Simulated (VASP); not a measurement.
# Ti (P6/mmm) in VASP: further runs, part 2 of 2

VASP 6.6.1. Earlier steps stand in the parts before.

## 4. Single point, PBEsol (biaxial strain in the a-b plane: -3.0 %, then relaxed in part)

INCAR

```
PREC = Accurate
ENCUT = 520
EDIFF = 1E-6
ISMEAR = 0
SIGMA = 0.1
LREAL = False
LASPH = True
NELM = 60
ALGO = Fast
ISIF = 2
LWAVE = False
LCHARG = False
GGA = PS
NBANDS = 25
```

KPOINTS

```
Automatic mesh
0
Gamma
  12 12 18
```

POSCAR

```
Ti
1.0
    4.3798313523      0.0000000000      0.0000000000
   -2.1899156762      3.7930452154      0.0000000000
    0.0000000000      0.0000000000      2.8409305282
Ti
3
Direct
    0.0000000000      0.0000000000      0.0000000000
    0.3333333333      0.6666666667      0.5000000000
    0.6666666667      0.3333333333      0.5000000000
```

Potentials or basis: VASP PAW PBE potentials, release 64 (Ti_sv).

The run is started by

```bash
$ cat potpaw_PBE.64/Ti_sv/POTCAR > POTCAR
$ mpirun -np 1 vasp_std > vasp.out
```

OUTCAR:

```text
PREC = Accurate
   ENCUT = 520
   EDIFF = 1E-6
   ISMEAR = 0
   LREAL = False
   LASPH = True
   NELM = 60
   ISIF = 2
   GGA = PS

 ion  position               nearest neighbor table
   1  0.000  0.000  0.000-   2 2.90   3 2.90   2 2.90   3 2.90   3 2.90   3 2.90   2 2.90   2 2.90
                             3 2.90   3 2.90   2 2.90   2 2.90
   2  0.333  0.667  0.500-   3 2.53   3 2.53   3 2.53   1 2.90   1 2.90   1 2.90   1 2.90   1 2.90
                             1 2.90
   3  0.667  0.333  0.500-   2 2.53   2 2.53   2 2.53   1 2.90   1 2.90   1 2.90   1 2.90   1 2.90
                             1 2.90

  LATTYP: Found a hexagonal cell.
 ALAT       =     4.3798313523
 C/A-ratio  =     0.6486392511

  Lattice vectors:

 A1 = (   4.3798313523,   0.0000000000,   0.0000000000)
 A2 = (  -2.1899156762,   3.7930452154,   0.0000000000)
 A3 = (   0.0000000000,   0.0000000000,   2.8409305282)

Analysis of symmetry for initial positions (statically):
=====================================================================
 Subroutine PRICEL returns:
 Original cell was already a primitive cell.

 Routine SETGRP: Setting up the symmetry group for a
 hexagonal supercell.

 Subroutine GETGRP returns: Found 24 space group operations
[... 171 lines left out ...]
 val. band max:        9.2126882698   @ k =   0.4167  -0.0000   0.0556
 cond. band min:       9.2214754180   @ k =   0.1667  -0.0000   0.0000
 fundamental gap:      0.0087871482
 Fermi energy:         9.2130823233

 k-point     1 :       0.0000    0.0000    0.0000
  band No.  band energies     occupation
      1     -47.3472      2.00000
      2     -47.0596      2.00000
      3     -46.8030      2.00000
      4     -23.7950      2.00000
      5     -23.7950      2.00000
      6     -23.7553      2.00000
[... 661 lines left out ...]
     24      11.5568      0.00000
     25      11.9103      0.00000

 [... further k-points ...]

------------------------ aborting loop because EDIFF is reached ----------------------------------------

  FORCE on cell =-STRESS in cart. coord.  units (eV):
  Direction    XX          YY          ZZ          XY          YZ          ZX
  --------------------------------------------------------------------------------------
  -------------------------------------------------------------------------------------
  Total        2.2052750      2.2052750     -0.3226349     -0.0000000      0.0000000     -0.0000000
  in kB       74.8630160     74.8630160    -10.9525655     -0.0000000      0.0000000     -0.0000000
  external PRESSURE =      46.2578222 kB  Pullay stress =       0.0000000 kB

 VOLUME and BASIS-vectors are now :
 -----------------------------------------------------------------------------
  energy-cutoff  :      520.00
  volume of cell :       47.20
      direct lattice vectors                 reciprocal lattice vectors
     4.379831352  0.000000000  0.000000000     0.228319293  0.131820206  0.000000000
    -2.189915676  3.793045215  0.000000000     0.000000000  0.263640411  0.000000000
     0.000000000  0.000000000  2.840930528     0.000000000  0.000000000  0.351997344

 POSITION                                       TOTAL-FORCE (eV/Angst)
 -----------------------------------------------------------------------------------
      0.00000      0.00000      0.00000        -0.000000     -0.000000     -0.000000
     -0.00000      2.52870      1.42047        -0.000000      0.000000      0.000000
      2.18992      1.26435      1.42047         0.000000     -0.000000     -0.000000
 -----------------------------------------------------------------------------------
    total drift:                                0.000000     -0.000000     -0.000000

  FREE ENERGIE OF THE ION-ELECTRON SYSTEM (eV)
  ---------------------------------------------------
  free  energy   TOTEN  =       -24.9925978387 eV

  energy  without entropy=      -24.9801234434  energy(sigma->0) =      -24.98636064
```

OSZICAR:

```text
N       E                     dE             d eps       ncg     rms          rms(c)
DAV:   1     0.432080702268E+03    0.43208E+03   -0.18551E+04  9500   0.182E+03
DAV:   2     0.213292334227E+02   -0.41075E+03   -0.40359E+03  9576   0.521E+02
DAV:   3    -0.246367732878E+02   -0.45966E+02   -0.44961E+02 17387   0.150E+02
[... 40 lines left out ...]
RMM:  44    -0.249925994357E+02   -0.18448E-07   -0.16516E-05  7104   0.147E-02    0.783E-02
RMM:  45    -0.249925993324E+02    0.10332E-06   -0.13820E-05  7454   0.142E-02    0.786E-02
RMM:  46    -0.249925989151E+02    0.41730E-06   -0.12965E-05  8612   0.145E-02    0.801E-02
RMM:  47    -0.249925983768E+02    0.53828E-06   -0.11192E-05  8798   0.137E-02    0.800E-02
RMM:  48    -0.249925978387E+02    0.53810E-06   -0.96949E-06  7091   0.133E-02
   1 F= -.24992598E+02 E0= -.24986361E+02  d E =-.124744E-01
```

stdout:

```text
POSCAR found type information on POSCAR Ti
 POSCAR found :  1 types and       3 ions
 scaLAPACK will be used
 -----------------------------------------------------------------------------
|                                                                             |
|                                                                             |
|     You enforced a specific xc type in the INCAR file but a different       |
[... 26 lines left out ...]
WARNING in EDDRMM: call to ZHEGV failed, returncode =   8  4     10
WARNING in EDDRMM: call to ZHEGV failed, returncode =   8  4      6
WARNING in EDDRMM: call to ZHEGV failed, returncode =   8  4      9
WARNING in EDDRMM: call to ZHEGV failed, returncode =   8  4     18
WARNING in EDDRMM: call to ZHEGV failed, returncode =   6  3      8
WARNING in EDDRMM: call to ZHEGV failed, returncode =   8  4      9
WARNING in EDDRMM: call to ZHEGV failed, returncode =   8  4     24
```

It took 5.8 min on 1 thread of Intel Xeon 6975P-C (Granite Rapids), shared host; peak memory 0.3 GiB.

Results:

* Free energy: -24.9926 eV
* Pressure: 4.6 GPa
* Band gap on the k mesh: zero (bands 18 and 19 overlap by 0.57 eV)

Levels at points of the mesh, in eV from the Fermi level:
| k point | band 16 | band 17 | band 18 | band 19 | band 20 | band 21 |
| --- | --- | --- | --- | --- | --- | --- |
| (0.00, 0.00, 0.00) | -0.68 | -0.57 | -0.57 | 0.23 | 0.98 | 1.41 |
| (0.50, 0.00, 0.00) | -0.54 | -0.39 | -0.34 | 0.10 | 0.66 | 0.79 |
| (0.00, 0.00, 0.50) | -1.97 | -1.86 | -1.86 | 1.28 | 1.28 | 1.30 |
| (0.50, 0.00, 0.50) | -1.37 | -0.95 | -0.75 | 0.34 | 0.76 | 1.05 |

Caveat: the cell differs from its parent crystal (biaxial strain in the a-b plane: -3.0 %, then relaxed in part); the cell stands under pressure; the PAW data sets were made with another functional, which shifts forces and pressure a little.

## 5. Single point, PBEsol (biaxial strain in the a-b plane: -2.0 %)

INCAR

```
SYSTEM = Ti
  PREC = Accurate
  ENCUT = 520
  EDIFF = 1E-6
  ISMEAR = 0
  SIGMA = 0.1
  LREAL = .False.
  LASPH = .True.
  NELM = 100
  ALGO = Fast
  ISIF = 2
  LWAVE = .False.
  LCHARG = .False.
  GGA = PS
  NBANDS = 25
```

KPOINTS

```
regular mesh
0
Gamma
  12 12 18
  0 0 0
```

POSCAR

```
Ti
1.0
    4.4249842529      0.0000000000      0.0000000000
   -2.2124921264      3.8321487743      0.0000000000
    0.0000000000      0.0000000000      2.8323791689
Ti
3
Direct
    0.0000000000      0.0000000000      0.0000000000
    0.3333333333      0.6666666667      0.5000000000
    0.6666666667      0.3333333333      0.5000000000
```

The run is started by

```bash
$ cat potpaw_PBE.64/Ti_sv/POTCAR > POTCAR
$ mpirun -np 1 vasp_std > vasp.out
```

Wall time 5.7 min (1 thread of Intel Xeon 6975P-C (Granite Rapids), shared host); peak memory 0.3 GiB.

The run converged. Its results:

```
Free energy            : -25.0342 eV
Pressure               : 3.1 GPa
Band gap on the k mesh : zero (bands 18 and 19 overlap by 0.51 eV)
```

Stress tensor (GPa, compression positive):
```
 5.11  0.00  0.00
 0.00  5.11  0.00
 0.00  0.00 -0.89
```

Levels at points of the mesh, in eV from the Fermi level:
| k point | band 15 | band 16 | band 17 | band 18 | band 19 | band 20 | band 21 | band 22 |
| --- | --- | --- | --- | --- | --- | --- | --- | --- |
| (0.00, 0.00, 0.00) | -0.69 | -0.69 | -0.59 | -0.59 | 0.15 | 0.89 | 1.38 | 1.38 |
| (0.50, 0.00, 0.00) | -2.82 | -0.51 | -0.40 | -0.35 | 0.08 | 0.72 | 0.78 | 1.49 |
| (0.00, 0.00, 0.50) | -2.33 | -1.91 | -1.80 | -1.80 | 1.22 | 1.22 | 1.29 | 1.29 |
| (0.50, 0.00, 0.50) | -1.84 | -1.32 | -0.86 | -0.74 | 0.34 | 0.78 | 1.03 | 1.10 |

Caveat: the cell differs from its parent crystal (biaxial strain in the a-b plane: -2.0 %); the cell stands under pressure; the PAW data sets were made with another functional, which shifts forces and pressure a little.

## 6. Single point, PBEsol (biaxial strain in the a-b plane: -1.0 %, then relaxed in part)

INCAR

```
PREC = Accurate
ENCUT = 520
EDIFF = 1E-6
ISMEAR = 0
SIGMA = 0.1
LREAL = F
LASPH = T
NELM = 80
ALGO = Fast
ISIF = 2
LWAVE = F
LCHARG = F
GGA = PS
NBANDS = 25
```

KPOINTS

```
regular mesh
0
Gamma
  12 12 18
```

POSCAR

```
Ti
1.0
    4.4701371534      0.0000000000      0.0000000000
   -2.2350685767      3.8712523333      0.0000000000
    0.0000000000      0.0000000000      2.8121188499
Ti
3
Direct
    0.0000000000      0.0000000000      0.0000000000
    0.3333333333      0.6666666667      0.5000000000
    0.6666666667      0.3333333333      0.5000000000
```

Potentials or basis: VASP PAW PBE potentials, release 64 (Ti_sv).

The run is started by

```bash
$ cat potpaw_PBE.64/Ti_sv/POTCAR > POTCAR
$ mpirun -np 1 vasp_std > vasp.out
```

Run time: 5.4 min. Hardware: 1 thread of Intel Xeon 6975P-C (Granite Rapids), shared host; peak memory 0.3 GiB.

It converged, with:

```
Free energy            : -25.0587 eV
Pressure               : 1.5 GPa
Band gap on the k mesh : zero (bands 18 and 19 overlap by 0.44 eV)
```

Stress tensor (GPa, compression positive):
```
 2.38  0.00  0.00
 0.00  2.38  0.00
 0.00  0.00 -0.31
```

Levels at points of the mesh, in eV from the Fermi level:
```
           k point  band 15  band 16  band 17  band 18  band 19  band 20  band 21  band 22
(0.00, 0.00, 0.00)    -0.71    -0.71    -0.60    -0.60     0.06     0.79     1.36     1.36
(0.50, 0.00, 0.00)    -2.78    -0.48    -0.42    -0.37     0.06     0.63     0.92     1.37
(0.00, 0.00, 0.50)    -2.28    -1.81    -1.76    -1.76     1.15     1.15     1.30     1.30
(0.50, 0.00, 0.50)    -1.82    -1.28    -0.76    -0.71     0.34     0.80     1.03     1.10
```

Caveat: the cell differs from its parent crystal (biaxial strain in the a-b plane: -1.0 %, then relaxed in part); the PAW data sets were made with another functional, which shifts forces and pressure a little.

## 7. Summary

| cell | k mesh | cutoff (eV) | smearing | gap on the mesh (eV) | pressure (GPa) |
| --- | --- | --- | --- | --- | --- |
| a = 4.515, b = 4.515, c = 2.799 Å, angles 90.0, 90.0, 120.0°, 3 atoms, atomic positions A | 9 × 9 × 12 | 520 | gaussian 0.1 eV | none | -0.4 |
| a = 5.312 Å, angles 94.8°, 9 atoms, atomic positions B | 12 × 12 × 12 | 500 | gaussian 0.15 eV | none | -0.3 |
| a = 4.380, b = 4.380, c = 2.841 Å, angles 90.0, 90.0, 120.0°, 3 atoms, atomic positions A | 12 × 12 × 18 | 520 | gaussian 0.1 eV | none | 4.6 |
| a = 4.425, b = 4.425, c = 2.832 Å, angles 90.0, 90.0, 120.0°, 3 atoms, atomic positions A | 12 × 12 × 18 | 520 | gaussian 0.1 eV | none | 3.1 |
| a = 4.470, b = 4.470, c = 2.812 Å, angles 90.0, 90.0, 120.0°, 3 atoms, atomic positions A | 12 × 12 × 18 | 520 | gaussian 0.1 eV | none | 1.5 |

Alike in all rows: task single point; level PBEsol; potentials or basis VASP PAW PBE potentials, release 64 (Ti_sv); no spin polarisation.

Caveats: the PAW data sets were made with another functional, which shifts forces and pressure a little; the cell stands under pressure (at least some runs).

Total energies depend on the potentials used, so only differences within one code and one set of settings carry meaning.
